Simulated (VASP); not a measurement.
# Li4H in VASP: further runs

Runs on Li4H. Level: r2SCAN. Tasks: single point.

All numbers are computed with VASP 6.6.1; they aren't measurements. Logs are shortened: lines on timing, memory, paths and dates and some standing lists are left out, and cuts for length are marked.

### 1 The cell of the first run

The cell holds a slab with vacuum, 5 atoms: a = 3.093 Å, b = 3.093 Å, c = 26.596 Å, α = 90.00°, β = 90.00°, γ = 120.00°.

### 2 Single point, r2SCAN

File POSCAR:

```
Li4H
1.0
    3.0926129057      0.0000000000      0.0000000000
   -1.5463064529      2.6782813404      0.0000000000
    0.0000000000      0.0000000000     26.5962151022
Li H
4 1
Direct
    0.6666666667      0.3333333333      0.3195943471
    0.3333333333      0.6666666667      0.4147985591
    0.6666666667      0.3333333333      0.5108997492
    0.3333333333      0.6666666667      0.6110524315
    0.3333333333      0.6666666667      0.6746379603
```

File INCAR.step1:

```
SYSTEM = Li4H
PREC = Accurate
ENCUT = 520
ISMEAR = 0
SIGMA = 0.1
LREAL = .False.
LASPH = .True.
NELM = 60
LDIPOL = .True.
IDIPOL = 3
DIPOL = 0.5 0.5 0.506
NBANDS = 14
GGA = PE
ALGO = Normal
EDIFF = 1E-4
LWAVE = .True.
LCHARG = .False.
```

File INCAR.step2:

```
SYSTEM = Li4H
PREC = Accurate
ENCUT = 520
EDIFF = 1E-7
ISMEAR = 0
SIGMA = 0.1
LREAL = .False.
LASPH = .True.
NELM = 60
ALGO = Normal
ISIF = 2
LWAVE = .False.
LCHARG = .False.
LDIPOL = .True.
IDIPOL = 3
DIPOL = 0.5 0.5 0.506
METAGGA = R2SCAN
LMIXTAU = .True.
NBANDS = 14
ISTART = 1
```

File KPOINTS:

```
regular mesh
0
Gamma
  9 9 1
  0 0 0
```

Potentials or basis: VASP PAW PBE potentials, release 64 (Li_sv, H).

On the command line:

```sh
> cat potpaw_PBE.64/Li_sv/POTCAR potpaw_PBE.64/H/POTCAR > POTCAR
> cp INCAR.step1 INCAR
> mpirun -np 1 vasp_std > vasp.out
> cp INCAR.step2 INCAR
> mpirun -np 1 vasp_std > vasp.out
```

OUTCAR:

```text
SYSTEM = Li4H
   PREC = Accurate
   ENCUT = 520
   EDIFF = 1E-7
   ISMEAR = 0
   LREAL = .False.
   LASPH = .True.
   NELM = 60
   ISIF = 2
   METAGGA = R2SCAN
   ISTART = 1

 ion  position               nearest neighbor table
   1  0.667  0.333  0.320-
   2  0.333  0.667  0.415-
   3  0.667  0.333  0.511-
   4  0.333  0.667  0.611-   5 1.69
   5  0.333  0.667  0.675-   4 1.69

  LATTYP: Found a hexagonal cell.
 ALAT       =     3.0926129057
 C/A-ratio  =     8.5999172587

  Lattice vectors:

 A1 = (   3.0926129057,   0.0000000000,   0.0000000000)
 A2 = (  -1.5463064529,   2.6782813404,   0.0000000000)
 A3 = (   0.0000000000,   0.0000000000,  26.5962151022)

Analysis of symmetry for initial positions (statically):
=====================================================================
 Subroutine PRICEL returns:
 Original cell was already a primitive cell.

 Routine SETGRP: Setting up the symmetry group for a
 hexagonal supercell.

 Subroutine GETGRP returns: Found  6 space group operations
 (whereof  6 operations were pure point group operations)
 out of a pool of 24 trial point group operations.

The static configuration has the point symmetry C_3v.

Analysis of symmetry for dynamics (positions and initial velocities):
=====================================================================
 Subroutine PRICEL returns:
 Original cell was already a primitive cell.

 Routine SETGRP: Setting up the symmetry group for a
 hexagonal supercell.

 Subroutine GETGRP returns: Found  6 space group operations
 (whereof  6 operations were pure point group operations)
 out of a pool of 24 trial point group operations.

The dynamic configuration has the point symmetry C_3v.

 Subroutine INISYM returns: Found  6 space group operations
 (whereof  6 operations are pure point group operations),
 and found     1 'primitive' translations

----------------------------------------------------------------------------------------

                                     Primitive cell

  volume of cell :     220.2935

  direct lattice vectors                    reciprocal lattice vectors
     3.092612906  0.000000000  0.000000000     0.323351170  0.186686885  0.000000000
    -1.546306453  2.678281340  0.000000000     0.000000000  0.373373770  0.000000000
     0.000000000  0.000000000 26.596215102     0.000000000  0.000000000  0.037599335

  length of vectors
     3.092612906  3.092612906 26.596215102     0.373373770  0.373373770  0.037599335

  position of ions in fractional coordinates (direct lattice)
     0.666666667  0.333333333  0.319594347
     0.333333333  0.666666667  0.414798559
     0.666666667  0.333333333  0.510899749
     0.333333333  0.666666667  0.611052431
     0.333333333  0.666666667  0.674637960

  ion indices of the primitive-cell ions
   primitive index   ion index
                 1           1
                 2           2
                 3           3
                 4           4
                 5           5

----------------------------------------------------------------------------------------

 KPOINTS: regular mesh

Automatic generation of k-mesh.
 Grid dimensions read from file:
 generate k-points for:    9    9    1

 Generating k-lattice:

  Cartesian coordinates                     Fractional coordinates (reciprocal lattice)
     0.035927908  0.020742987  0.000000000     0.111111111  0.000000000  0.000000000
     0.000000000  0.041485974  0.000000000     0.000000000  0.111111111  0.000000000
     0.000000000  0.000000000  0.037599335     0.000000000  0.000000000  1.000000000

  Length of vectors
     0.041485974  0.041485974  0.037599335

  Shift w.r.t. Gamma in fractional coordinates (k-lattice)
     0.000000000  0.000000000  0.000000000

 Subroutine IBZKPT returns following result:
 ===========================================

 Found     12 irreducible k-points:

 Following reciprocal coordinates:
            Coordinates               Weight
  0.000000  0.000000  0.000000      1.000000
  0.111111 -0.000000  0.000000      6.000000
  0.222222 -0.000000  0.000000      6.000000
  0.333333 -0.000000  0.000000      6.000000
  0.444444 -0.000000  0.000000      6.000000
  0.111111  0.111111  0.000000      6.000000
  0.222222  0.111111  0.000000     12.000000
  0.333333  0.111111  0.000000     12.000000
  0.444444  0.111111  0.000000      6.000000
  0.222222  0.222222  0.000000      6.000000
  0.333333  0.222222  0.000000     12.000000
  0.333333  0.333333  0.000000      2.000000
   k-points           NKPTS =     12   k-points in BZ     NKDIM =     12   number of bands    NBANDS=     14
   number of dos      NEDOS =    301   number of ions     NIONS =      5
   total plane-waves  NPLWV = 115200
   dimension x,y,z NGX =    24 NGY =   24 NGZ =  200
   dimension x,y,z NGXF=    48 NGYF=   48 NGZF=  400
   ions per type =               4   1
   NGX,Y,Z   is equivalent  to a cutoff of  12.90, 12.90, 12.50 a.u.
   NGXF,Y,Z  is equivalent  to a cutoff of  25.80, 25.80, 25.00 a.u.
 SYSTEM =  Li4H
   PREC   = accura    normal or accurate (medium, high low for compatibility)
   ISTART =      1    job   : 0-new  1-cont  2-samecut
   ICHARG =      0    charge: 1-file 2-atom 10-const
   ISPIN  =      1    spin polarized calculation?
   LNONCOLLINEAR =      F non collinear calculations
   LSORBIT =      F    spin-orbit coupling
   LASPH  =      T    aspherical Exc in radial PAW
   ENCUT  =  520.0 eV  38.22 Ry    6.18 a.u.   5.75  5.75 49.45*2*pi/ulx,y,z
   NELM   =     60;   NELMIN=  2; NELMDL=  0     # of ELM steps
   EDIFF  = 0.1E-06   stopping-criterion for ELM
   LREAL  =      F    real-space projection
   EDIFFG = 0.1E-05   stopping-criterion for IOM
   NSW    =      0    number of steps for IOM
   IBRION =     -1    ionic relax: 0-MD 1-quasi-New 2-CG
   NFREE  =      0    steps in history (QN), initial steepest desc. (CG)
   ISIF   =      2    stress and relaxation
   ISYM   =      2    0-nonsym 1-usesym 2-fastsym
   POTIM  = 0.5000    time-step for ionic-motion
   TEBEG  =    0.0;   TEEND  =   0.0 temperature during run
   PSTRESS=    0.0 pullay stress
   NELECT =      13.0000    total number of electrons
   NUPDOWN=      -1.0000    fix difference up-down
   EMIN   =  10.00;   EMAX   =-10.00  energy-range for DOS
   EFERMI =   0.00;   METHOD = LEGACY
   ISMEAR =     0;   SIGMA  =   0.10  broadening in eV -4-tet -1-fermi 0-gaus
   EFERMI_NEDOS =   21; number of points for ismear=-14 and -15
   IALGO  =     38    algorithm
   IMIX   =      4    mixing-type and parameters
     AMIX     =   0.40;   BMIX     =  1.00
     AMIX_MAG =   1.60;   BMIX_MAG =  1.00
  volume/ion in A,a.u.               =      44.06       297.32
  Fermi-wavevector in a.u.,A,eV,Ry     =   0.637366  1.204447  5.527165  0.406235
  Thomas-Fermi vector in A             =   1.702348
   LORBIT       =      0    0 simple, 1 ext, 2 COOP (PROOUT), +10 PAW based schemes
   METAGGA = R2SCAN    functional components
   LHFCALC =     F    Hartree Fock is set to
   AEXX    =    0.0000 exact exchange contribution
   IVDW    =     0    specifies the selected vdW correction
   LEPSILON=     F    determine dielectric tensor
   LRPA    =     F    only Hartree local field effects (RPA)
 non-spin polarized calculation
 Gauss-broadening in eV      SIGMA  =   0.10
  energy-cutoff  :      520.00
  volume of cell :      220.29
 maximum number of plane-waves:      5956
 NGX is ok and might be reduce to    24
   NGX = 11   NGY = 11   NGZ = 99

 number of electron      12.9999976 magnetization

 dipolmoment           0.000000      0.000000      0.187586 electrons x Angstroem

 Free energy of the ion-electron system (eV)
  ---------------------------------------------------
  ext. energy  EPLUGINS =         0.00000000
  ---------------------------------------------------
  free energy    TOTEN  =       -10.84537583 eV

  energy without entropy =      -10.82013216  energy(sigma->0) =      -10.83275400

 E-fermi :  -3.0771     XC(G=0):  -3.5164

 val. band max:       -3.1245557974   @ k =   0.3333   0.1111   0.0000
 cond. band min:      -3.0593490607   @ k =   0.4444   0.1111   0.0000
 fundamental gap:      0.0652067367
 Fermi energy:        -3.0771205627

 k-point     1 :       0.0000    0.0000    0.0000
  band No.  band energies     occupation
      1     -51.6776      2.00000
      2     -51.4152      2.00000
      3     -51.2267      2.00000
      4     -50.8014      2.00000
      5      -6.7136      2.00000
      6      -6.1270      2.00000
      7      -5.5694      2.00000
      8      -4.5420      2.00000
      9      -3.2803      1.99594
     10      -0.0533      0.00000
     11       0.6529      0.00000
     12       1.7238      0.00000
     13       2.9475      0.00000
     14       4.2224      0.00000

 k-point     2 :       0.1111   -0.0000    0.0000
  band No.  band energies     occupation
      1     -51.6763      2.00000
      2     -51.4139      2.00000
      3     -51.2255      2.00000
      4     -50.8003      2.00000
      5      -6.5015      2.00000
      6      -5.9155      2.00000
      7      -5.3630      2.00000
      8      -4.3178      2.00000
      9      -3.0189      0.41066
     10       0.1380      0.00000
     11       0.8222      0.00000
     12       1.9383      0.00000
     13       3.1372      0.00000
     14       4.4521      0.00000
[... 139 lines left out ...]
      1     -51.6659      2.00000
      2     -51.4034      2.00000
      3     -51.2150      2.00000
      4     -50.7906      2.00000
      5      -2.9941      0.24014
      6      -2.7356      0.00000
      7      -2.0174      0.00000
      8      -1.1580      0.00000
      9      -0.4822      0.00000
     10       0.6733      0.00000
     11       1.0516      0.00000
     12       1.6156      0.00000
     13       2.3002      0.00000
     14       2.8815      0.00000

 k-point    12 :       0.3333    0.3333    0.0000
  band No.  band energies     occupation
      1     -51.6653      2.00000
      2     -51.4027      2.00000
      3     -51.2144      2.00000
      4     -50.7900      2.00000
      5      -2.7326      0.00000
      6      -1.4608      0.00000
      7      -0.8379      0.00000
      8      -0.6864      0.00000
      9      -0.6187      0.00000
     10      -0.5421      0.00000
     11       0.2538      0.00000
     12       0.8205      0.00000
     13       2.4308      0.00000
     14       3.4717      0.00000

------------------------ aborting loop because EDIFF is reached ----------------------------------------

 vacuum level on the upper side and lower side of the slab       (xc-potential included)         2.013        -2.005

  FORCE on cell =-STRESS in cart. coord.  units (eV):
  Direction    XX          YY          ZZ          XY          YZ          ZX
  --------------------------------------------------------------------------------------
  -------------------------------------------------------------------------------------
  Total       -0.2512394     -0.2512394     -0.2437027      0.0000000      0.0000000      0.0000000
  in kB       -1.8272446     -1.8272446     -1.7724309      0.0000000      0.0000000      0.0000000
  external PRESSURE =      -1.8089734 kB  Pullay stress =       0.0000000 kB

 VOLUME and BASIS-vectors are now :
 -----------------------------------------------------------------------------
  energy-cutoff  :      520.00
  volume of cell :      220.29
      direct lattice vectors                 reciprocal lattice vectors
     3.092612906  0.000000000  0.000000000     0.323351170  0.186686885  0.000000000
    -1.546306453  2.678281340  0.000000000     0.000000000  0.373373770  0.000000000
     0.000000000  0.000000000 26.596215102     0.000000000  0.000000000  0.037599335

 POSITION                                       TOTAL-FORCE (eV/Angst)
 -----------------------------------------------------------------------------------
      1.54631      0.89276      8.50000        -0.000000      0.000000      0.202243
     -0.00000      1.78552     11.03207         0.000000      0.000000     -0.112076
      1.54631      0.89276     13.58800        -0.000000      0.000000     -0.061856
     -0.00000      1.78552     16.25168         0.000000     -0.000000     -0.034419
     -0.00000      1.78552     17.94282        -0.000000      0.000000      0.006109
 -----------------------------------------------------------------------------------
    total drift:                                0.000000      0.000000      0.058234

  FREE ENERGIE OF THE ION-ELECTRON SYSTEM (eV)
  ---------------------------------------------------
  free  energy   TOTEN  =       -10.8453758298 eV

  energy  without entropy=      -10.8201321633  energy(sigma->0) =      -10.83275400

 vacuum level on the upper side and lower side of the slab         4.259         0.158
```

Run time: 4.2 min. Hardware: 1 thread of Intel Xeon 6975P-C (Granite Rapids), shared host; peak memory 0.37 GiB.

Results:

| Property | Result |
| --- | --- |
| Free energy | -10.8454 eV |
| Largest force | 0.202 eV/Å |

Forces on the atoms (eV/Å):
```
Li   0.000  0.000  0.202
Li   0.000  0.000 -0.112
Li   0.000  0.000 -0.062
Li   0.000  0.000 -0.034
H    0.000  0.000  0.006
```

Levels at points of the mesh, in eV from the Fermi level:
```
           k point  band 3  band 4  band 5  band 6  band 7  band 8  band 9  band 10  band 11  band 12
(0.00, 0.00, 0.00)  -48.15  -47.72   -3.64   -3.05   -2.49   -1.46   -0.20     3.02     3.73     4.80
```

Caveat: the cutoff is under 1.25 times the usual one of these potentials, so pressure, stress and relaxed cells hold a basis-set (Pulay) error; the PAW data sets were made with another functional, which shifts forces and pressure a little.

### 3 Single point, r2SCAN

File POSCAR:

```
Li4H
1.0
    3.0926129057      0.0000000000      0.0000000000
   -1.5463064529      2.6782813404      0.0000000000
    0.0000000000      0.0000000000     26.5962151022
Li H
4 1
Direct
    0.6666666667      0.3333333333      0.3195943471
    0.3333333333      0.6666666667      0.4147985591
    0.6666666667      0.3333333333      0.5118685352
    0.3333333333      0.6666666667      0.6016312829
    0.0000000000      0.0000000000      0.5670801427
```

File INCAR.step1:

```
SYSTEM = Li4H
  PREC = Accurate
  ENCUT = 520
  ISMEAR = 0
  SIGMA = 0.1
  LREAL = .False.
  LASPH = .True.
  NELM = 60
  LDIPOL = .True.
  IDIPOL = 3
  DIPOL = 0.5 0.5 0.483
  NBANDS = 14
  GGA = PE
  ALGO = Normal
  EDIFF = 1E-4
  LWAVE = .True.
  LCHARG = .False.
```

File INCAR.step2:

```
SYSTEM = Li4H
  PREC = Accurate
  ENCUT = 520
  EDIFF = 1E-6
  ISMEAR = 0
  SIGMA = 0.1
  LREAL = .False.
  LASPH = .True.
  NELM = 60
  ALGO = Normal
  ISIF = 2
  LWAVE = .False.
  LCHARG = .False.
  LDIPOL = .True.
  IDIPOL = 3
  DIPOL = 0.5 0.5 0.483
  METAGGA = R2SCAN
  LMIXTAU = .True.
  NBANDS = 14
  ISTART = 1
```

File KPOINTS:

```
Automatic mesh
0
Gamma
  9 9 1
  0 0 0
```

Potentials or basis: VASP PAW PBE potentials, release 64 (Li_sv, H).

On the command line:

```sh
> cat potpaw_PBE.64/Li_sv/POTCAR potpaw_PBE.64/H/POTCAR > POTCAR
> cp INCAR.step1 INCAR
> mpirun -np 1 vasp_std > vasp.out
> cp INCAR.step2 INCAR
> mpirun -np 1 vasp_std > vasp.out
```

Run time: 4.1 min. Hardware: 1 thread of Intel Xeon 6975P-C (Granite Rapids), shared host; peak memory 0.38 GiB.

It converged, with:

```
Free energy   : -13.0900 eV
Largest force : 0.104 eV/Å
```

Forces in eV/Å, atoms in the order of the input:
```
Li   0.000  0.000  0.104
Li   0.000  0.000 -0.045
Li   0.000  0.000 -0.016
Li   0.000  0.000 -0.015
H    0.000  0.000 -0.028
```

Levels at points of the mesh, in eV from the Fermi level:
```
           k point  band 3  band 4  band 5  band 6  band 7  band 8  band 9  band 10
(0.00, 0.00, 0.00)  -48.76  -48.35   -7.23   -3.59   -2.39   -0.95   -0.30     2.89
```

Caveat: the cutoff is under 1.25 times the usual one of these potentials, so pressure, stress and relaxed cells hold a basis-set (Pulay) error; the PAW data sets were made with another functional, which shifts forces and pressure a little.

### 4 Single point, r2SCAN

File POSCAR:

```
Li4H
1.0
    3.0926129057      0.0000000000      0.0000000000
   -1.5463064529      2.6782813404      0.0000000000
    0.0000000000      0.0000000000     26.5962151022
Li H
4 1
Direct
    0.6666666666      0.3333333333      0.3195943471
    0.3333333334      0.6666666667      0.4147985591
    0.6856070279      0.3712140558      0.5045723861
    0.3548259974      0.7096519948      0.5918152199
   -0.3116233213     -0.6232466426      0.5838934121
```

File INCAR.step1:

```
SYSTEM = Li4H
PREC = Accurate
ENCUT = 520
ISMEAR = 0
SIGMA = 0.1
LREAL = .FALSE.
LASPH = .TRUE.
NELM = 100
LDIPOL = .TRUE.
IDIPOL = 3
DIPOL = 0.5 0.5 0.483
NBANDS = 14
GGA = PE
ALGO = Normal
EDIFF = 1E-4
LWAVE = .TRUE.
LCHARG = .FALSE.
```

File INCAR.step2:

```
SYSTEM = Li4H
PREC = Accurate
ENCUT = 520
EDIFF = 1E-6
ISMEAR = 0
SIGMA = 0.1
LREAL = .FALSE.
LASPH = .TRUE.
NELM = 100
ALGO = Normal
ISIF = 2
LWAVE = .FALSE.
LCHARG = .FALSE.
LDIPOL = .TRUE.
IDIPOL = 3
DIPOL = 0.5 0.5 0.483
METAGGA = R2SCAN
LMIXTAU = .TRUE.
NBANDS = 14
ISTART = 1
```

File KPOINTS:

```
Automatic mesh
0
G
  9 9 1
  0 0 0
```

On the command line:

```sh
> cat potpaw_PBE.64/Li_sv/POTCAR potpaw_PBE.64/H/POTCAR > POTCAR
> cp INCAR.step1 INCAR
> mpirun -np 1 vasp_std > vasp.out
> cp INCAR.step2 INCAR
> mpirun -np 1 vasp_std > vasp.out
```

It took 5.1 min on 1 thread of Intel Xeon 6975P-C (Granite Rapids), shared host; peak memory 0.39 GiB.

Results (log left out):

```yaml
Free_energy: -13.2124 eV
Largest_force: 0.141 eV/Å
```

Forces in eV/Å, atoms in the order of the input:
```
Li   0.000 -0.005  0.141
Li   0.000 -0.002 -0.075
Li   0.000  0.027  0.000
Li   0.000 -0.010 -0.016
H    0.000 -0.010 -0.050
```

Levels at points of the mesh, in eV from the Fermi level:
```
           k point  band 5  band 6  band 7  band 8  band 9  band 10
(0.00, 0.00, 0.00)   -6.32   -3.57   -2.38   -0.71    0.01     2.00
```

Caveat: the cutoff is under 1.25 times the usual one of these potentials, so pressure, stress and relaxed cells hold a basis-set (Pulay) error; the PAW data sets were made with another functional, which shifts forces and pressure a little.
